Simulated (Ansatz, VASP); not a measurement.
**Two plane-wave programs on Mg**

INCAR

```
SYSTEM = Mg
  PREC = Accurate
  ENCUT = 520
  EDIFF = 1E-6
  ISMEAR = 0
  SIGMA = 0.05
  LREAL = .False.
  LASPH = .True.
  NELM = 100
  ALGO = Normal
  ISIF = 2
  LWAVE = .False.
  LCHARG = .False.
  GGA = PS
  NBANDS = 7
```

File KPOINTS:

```
regular mesh
0
Gamma
  18 18 18
  0 0 0
```

Contents of POSCAR:

```
Mg
1.0
   -1.7751250381      1.7751250381      1.7751250381
    1.7751250381     -1.7751250381      1.7751250381
    1.7751250381      1.7751250381     -1.7751250381
Mg
1
Direct
    0.0000000000      0.0000000000      0.0000000000
```

Input for Ansatz:

```yaml
crystal:
  lattice:
    - [-1.7751250381, 1.7751250381, 1.7751250381]
    - [1.7751250381, -1.7751250381, 1.7751250381]
    - [1.7751250381, 1.7751250381, -1.7751250381]
  atoms:
    - { symbol: Mg, position: [0.0, 0.0, 0.0] }
basis:
  ecutwfc: 420
  ecutrho_ratio: 4
kpoints:
  mp_grid: { grid: [18, 18, 18] }
hamiltonian:
  xc: pbesol
scf:
  occupations: { method: gaussian, width: 0.05 }
output:
  forces: true
  stress: true
  eigenvalues: true
```

Alike in both runs: task single point; functional PBEsol; k mesh 18 × 18 × 18; occupations gaussian, width 0.05 eV; no spin polarisation.

|  | VASP | Ansatz |
| --- | --- | --- |
| version | VASP 6.6.1 | Ansatz 0.2.0 |
| potentials or method | VASP PAW PBE potentials, release 64 (Mg), cutoff 520 eV | scalar-relativistic, plane waves, PAW |
| valence electrons in the cell | 2 | 10 |

Ansatz gave:

```
gap on the k mesh at the Fermi level (eV) : none
pressure (GPa)                            : 0.2
```

**Question.** What did VASP give for the same quantities?

**Answer.** gap on the k mesh at the Fermi level (eV): none; pressure (GPa): 0.1.

VASP's potentials were made for PBE, not for PBEsol. A gap of «none» marks a metal or a gap that the smearing closes. The functional is the same, so the differences come from potentials, cutoffs and numerics. VASP's potentials hold 2 valence electrons a cell and Ansatz's 10, so a difference there can come from the potentials and not from the codes.
